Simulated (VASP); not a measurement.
AlFe:

```xyz
4
Lattice="5.8200 0.0000 0.0000 0.0000 2.9100 0.0000 0.0000 0.0000 2.9100" Properties=species:S:1:pos:R:3 pbc="T T T"
Al    0.0000    0.0000    0.0000
Al    2.9100    0.0000    0.0000
Fe    1.4550    1.4550    1.4550
Fe    4.3650    1.4550    1.4550
```

Base run:

```yaml
Program: VASP 6.6.1
Functional: PBE
Potentials_or_basis: VASP PAW PBE potentials, release 64 (Al, Fe)
Cutoff: 520 eV
k_mesh: 5 × 10 × 10
Occupations: fermi-dirac, width 0.05 eV
Spin: no spin polarisation
```

Its results: band gap on the k mesh zero (band 11 reaches 8.36 eV, above the bottom of band 12 at 7.06 eV); pressure -6.9 GPa.

Task: The run is repeated on the same cell with these changes: functional from PBE to r2SCAN; further incar settings from ALGO = Normal; EDIFF = 1e-06; NBANDS = 19 to ALGO = Normal; EDIFF = 1e-07; NBANDS = 19. What comes out?

Result: Band gap on the k mesh zero (band 11 reaches 8.46 eV, above the bottom of band 12 at 6.92 eV); pressure -12.1 GPa.

Caveats: the PAW data sets were made with another functional, which shifts forces and pressure a little (some runs).
